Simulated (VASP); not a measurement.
# CdS (P6_3mc) in VASP: further runs, part 3 of 3

VASP 6.6.1. The steps go on from the part before.

## Step 5: Relaxation of cell and atoms, PBEsol, non-collinear spin, zero start, spin-orbit coupling (27.63 Å³/atom)

This run uses another cell than the first one, of 27.63 Å³/atom.

File POSCAR:

```
CdS
1.0
    4.2839624791      0.0000000000      0.0000000000
   -2.1419812396      3.7100203358      0.0000000000
    0.0000000000      0.0000000000      6.9544711378
Cd S
2 2
Direct
    0.6666666667      0.3333333333      0.5000000000
    0.3333333333      0.6666666667      0.0000000000
    0.6666666667      0.3333333333      0.8750000000
    0.3333333333      0.6666666667      0.3750000000
```

File INCAR.step1:

```
ALGO = Normal
EDIFF = 1E-7
EDIFFG = -0.002
EFERMI = MIDGAP
ENCUT = 720
GGA = PS
GGA_COMPAT = F
IBRION = 2
ISIF = 3
ISMEAR = 0
KPAR = 8
LASPH = T
LCHARG = F
LORBIT = 11
LREAL = F
LSORBIT = T
LWAVE = F
MAGMOM = 0 0 0 0 0 0 0 0 0 0 0 0
NELM = 200
NELMIN = 4
NSW = 80
POTIM = 0.5
PREC = Accurate
SIGMA = 0.03
```

File INCAR.step4:

```
ALGO = Normal
EDIFF = 1E-7
EFERMI = MIDGAP
ENCUT = 720
GGA = PS
GGA_COMPAT = F
ISIF = 2
ISMEAR = 0
KPAR = 8
LASPH = T
LCHARG = F
LORBIT = 11
LREAL = F
LSORBIT = T
LWAVE = F
MAGMOM = 0 0 0 0 0 0 0 0 0 0 0 0
NELM = 200
PREC = Accurate
SIGMA = 0.03
```

File KPOINTS:

```
Automatic mesh
0
Gamma
  8 8 4
  0 0 0
```

Potentials or basis: VASP PAW PBE potentials, release 64 (Cd, S).

Run with:

```sh
cat potpaw_PBE.64/Cd/POTCAR potpaw_PBE.64/S/POTCAR > POTCAR
cp INCAR.step1 INCAR
cp POSCAR.step1 POSCAR
mpirun -np 8 vasp_ncl > vasp.out
cp CONTCAR POSCAR
mpirun -np 8 vasp_ncl > vasp.out
cp CONTCAR POSCAR
mpirun -np 8 vasp_ncl > vasp.out
cp CONTCAR POSCAR
cp INCAR.step4 INCAR
mpirun -np 8 vasp_ncl > vasp.out
```

Run time: 28 min. Hardware: 8 MPI ranks of AMD EPYC 7R43 (Zen 3), shared host; peak memory 1 GiB.

Results (log left out):

```
Free energy                                           : -13.6939 eV
Relaxed volume                                        : 24.86 Å³/atom
Relaxed cell                                          : a = 4.132 Å, b = 4.132 Å, c = 6.725 Å, α = 90.00°, β = 90.00°, γ = 120.00°
Space group after relaxing (to 0.1 Å)                 : P6_3mc (No. 186)
Energy gained by relaxing                             : 48.6 meV/atom
Ionic steps                                           : 23
Pressure after relaxing                               : 0.0 GPa
Net moment                                            : 0.00 μB per cell
Valence electrons inside the program's atomic spheres : Cd 10.32; S 3.69
```

Step by step:
```
step  energy change (eV)  largest force (eV/Å)  pressure (GPa)  volume (Å³)
   1              0.0000                0.0485           -5.07       110.53
   2             -0.1841                0.0229            1.50        97.13
   3             -0.1945                0.0312            0.02        99.39
   4             -0.1945                0.0321           -0.11        99.61
   5             -0.1946                0.0051           -0.11        99.61
   6             -0.1946                0.0051           -0.11        99.61
   7             -0.1947                0.0044            0.04        99.37
   8             -0.1947                0.0046            0.01        99.42
   9             -0.1947                0.0046            0.00        99.42
  10             -0.1947                0.0043            0.00        99.42
  11             -0.1947                0.0036            0.00        99.43
  12             -0.1947                0.0019           -0.01        99.44
  13             -0.1947                0.0032            0.00        99.43
  14             -0.1947                0.0024            0.00        99.42
  15             -0.1947                0.0003            0.00        99.43
  16             -0.1943                0.0004            0.02        99.43
  17             -0.1943                0.0003           -0.03        99.48
  18             -0.1943                0.0003           -0.02        99.45
  19             -0.1943                0.0004           -0.01        99.44
  20             -0.1943                0.0004           -0.01        99.43
  21             -0.1943                0.0004            0.01        99.43
  22             -0.1943                0.0003           -0.03        99.47
  23             -0.1943                0.0003           -0.01        99.44
```

Final structure:
```
CELL_PARAMETERS angstrom
4.13219 0.00000 0.00000
-2.06609 3.57858 0.00000
0.00000 0.00000 6.72460
ATOMIC_POSITIONS crystal
Cd 0.66667 0.33333 0.49926
Cd 0.33333 0.66667 0.99926
S 0.66667 0.33333 0.87574
S 0.33333 0.66667 0.37574
```

Moments on the atoms (μB; x, y, z):
```
Cd  0.00 0.00 0.00
Cd  0.00 0.00 0.00
S   0.00 0.00 0.00
S   0.00 0.00 0.00
```

Caveat: the PAW data sets were made with another functional, which shifts forces and pressure a little.

## Step 6: Relaxation of cell and atoms, B3LYP

This run uses another cell than the first one, of 25.12 Å³/atom.

File POSCAR:

```
CdS
1.0
    4.1500000000      0.0000000000      0.0000000000
   -2.0750000000      3.5940054257      0.0000000000
    0.0000000000      0.0000000000      6.7370000000
Cd S
2 2
Direct
    0.6666666667      0.3333333333      0.5000000000
    0.3333333333      0.6666666667      0.0000000000
    0.6666666667      0.3333333333      0.8750000000
    0.3333333333      0.6666666667      0.3750000000
```

File INCAR.step1:

```
SYSTEM = CdS
  ALGO = Normal
  EDIFF = 1E-5
  ENCUT = 600
  GGA = PE
  ISMEAR = -1
  KPAR = 2
  LASPH = .TRUE.
  LCHARG = .FALSE.
  LREAL = .FALSE.
  LWAVE = .TRUE.
  NBANDS = 26
  NELM = 60
  PREC = Accurate
  SIGMA = 0.05
```

File INCAR.step2:

```
SYSTEM = CdS
  AEXX = 0.2
  AGGAC = 0.81
  AGGAX = 0.72
  ALDAC = 0.19
  ALGO = Normal
  EDIFF = 1E-6
  EDIFFG = -0.01
  ENCUT = 600
  GGA = B3
  IBRION = 2
  ISIF = 3
  ISMEAR = -1
  ISTART = 1
  KPAR = 2
  LASPH = .TRUE.
  LCHARG = .FALSE.
  LHFCALC = .TRUE.
  LREAL = .FALSE.
  LWAVE = .FALSE.
  NELM = 60
  NSW = 60
  PREC = Accurate
  PRECFOCK = Normal
  SIGMA = 0.05
```

File KPOINTS:

```
k-points
0
G
  4 4 2
  0 0 0
```

Potentials or basis: VASP PAW PBE potentials, release 64 (Cd, S).

Run with:

```sh
cat potpaw_PBE.64/Cd/POTCAR potpaw_PBE.64/S/POTCAR > POTCAR
cp INCAR.step1 INCAR
mpirun -np 2 vasp_std > vasp.out
cp INCAR.step2 INCAR
mpirun -np 2 vasp_std > vasp.out
```

Run time: 34 min. Hardware: 2 MPI ranks of Intel Xeon Platinum 8488C (Sapphire Rapids), shared host; peak memory 0.29 GiB.

It converged, with:

```yaml
Free_energy: -13.9607 eV
Relaxed_volume: 26.74 Å³/atom
Relaxed_cell: a = 4.233 Å, b = 4.233 Å, c = 6.893 Å, α = 90.00°, β = 90.00°, γ = 120.00°
Space_group_after_relaxing_to_0.1_Å: P6_3mc (No. 186)
Energy_gained_by_relaxing: 18.7 meV/atom
Ionic_steps: 3
Pressure_after_relaxing: 0.0 GPa
Largest_force_after_relaxing: 0.010 eV/Å
Band_gap_on_the_k_mesh: 2.35 eV
```

Forces on the atoms (eV/Å):
```
Cd   0.000  0.000 -0.010
Cd   0.000  0.000 -0.010
S    0.000  0.000  0.010
S    0.000  0.000  0.010
```

The path:
```tsv
step	energy change (eV)	largest force (eV/Å)	pressure (GPa)	volume (Å³)
1	0.0000	0.0587	3.86	100.48
2	-0.0649	0.0016	-1.20	109.54
3	-0.0747	0.0097	-0.01	106.98
```

Final structure:
```xyz
4
Lattice="4.2332 0.0000 0.0000 -2.1166 3.6660 0.0000 0.0000 0.0000 6.8933" Properties=species:S:1:pos:R:3 pbc="T T T"
Cd    2.1166    1.2220    3.4446
Cd    0.0000    2.4440    6.8912
S     2.1166    1.2220    6.0338
S     0.0000    2.4440    2.5871
```

Levels at points of the mesh, in eV from the valence-band top:
| k point | band 14 | band 15 | band 16 | band 17 | band 18 | band 19 | band 20 | band 21 | band 22 |
| --- | --- | --- | --- | --- | --- | --- | --- | --- | --- |
| (0.00, 0.00, 0.00) | -0.71 | -0.71 | -0.04 | 0.00 | 0.00 | 2.35 | 4.10 | 7.97 | 7.97 |
| (0.50, 0.00, 0.00) | -3.42 | -2.48 | -1.74 | -1.19 | -0.70 | 4.98 | 5.28 | 6.52 | 7.70 |
| (0.00, 0.00, 0.50) | -2.43 | -0.37 | -0.37 | -0.37 | -0.37 | 4.06 | 4.06 | 7.62 | 7.62 |
| (0.50, 0.00, 0.50) | -4.02 | -1.25 | -1.25 | -1.25 | -1.25 | 4.81 | 4.81 | 6.82 | 6.82 |

Caveat: the k points lie up to 0.46 Å⁻¹ apart in the final cell; the PAW data sets were made with another functional, which shifts forces and pressure a little.

## Step 7: The runs side by side

| task | level | potentials or basis | spin | cell | k mesh | cutoff (eV) | smearing | dipole correction | tolerance level | purpose | passes | grid for exact exchange (PRECFOCK) | gap on the mesh (eV) | pressure (GPa) | relaxed volume (Å³/atom) | largest force (eV/Å) |
| --- | --- | --- | --- | --- | --- | --- | --- | --- | --- | --- | --- | --- | --- | --- | --- | --- |
| single point | RPBE+D3(BJ) | VASP PAW PBE potentials, release 64 (Cd, S) | off | a = 4.231, b = 4.231, c = 6.869 Å, angles 90.0, 90.0, 120.0°, 4 atoms | 7 × 7 × 4 | 520 | fermi-dirac 0.05 eV | no | - | - | - | - | 1.24 | -6.6 | - | 0.08 |
| relaxation of cell and atoms | BLYP+D4 | VASP PAW PBE potentials, release 64 (Cd, S) | off | relaxed from a = 4.150, b = 4.150, c = 6.737 Å, angles 90.0, 90.0, 120.0°, 4 atoms | 7 × 7 × 4 | 600 | fermi-dirac 0.05 eV | no | - | - | - | - | 1.10 | 0.0 | 25.72 | - |
| single point | RPBE+D4 | VASP PAW PBE potentials, release 64 (Cd_sv_GW, S) | off | a = 4.231, b = 4.231, c = 6.869 Å, angles 90.0, 90.0, 120.0°, 4 atoms | 7 × 7 × 4 | 630 | fermi-dirac 0.05 eV | no | - | - | - | - | 1.24 | -3.1 | - | 0.07 |
| relaxation of cell and atoms | PBEsol | VASP PAW PBE potentials, release 64 (Cd, S) | non-collinear, zero start, SOC | relaxed from a = 4.284, b = 4.284, c = 6.954 Å, angles 90.0, 90.0, 120.0°, 4 atoms | 8 × 8 × 4 | 720 | gaussian 0.03 eV | - | standard | cell | 3 | - | - | 0.0 | 24.86 | - |
| relaxation of cell and atoms | B3LYP | VASP PAW PBE potentials, release 64 (Cd, S) | off | relaxed from a = 4.150, b = 4.150, c = 6.737 Å, angles 90.0, 90.0, 120.0°, 4 atoms | 4 × 4 × 2 | 600 | fermi-dirac 0.05 eV | no | - | - | - | Normal | 2.35 | 0.0 | 26.74 | 0.01 |

Caveats: some runs use coarse meshes; the PAW data sets were made with another functional, which shifts forces and pressure a little; the cell stands under tension (at least some runs); the dispersion term is far too large for a dense solid, which distorts pressure and volume (at least some runs).

Absolute energies hang on the potentials; compare differences alone.
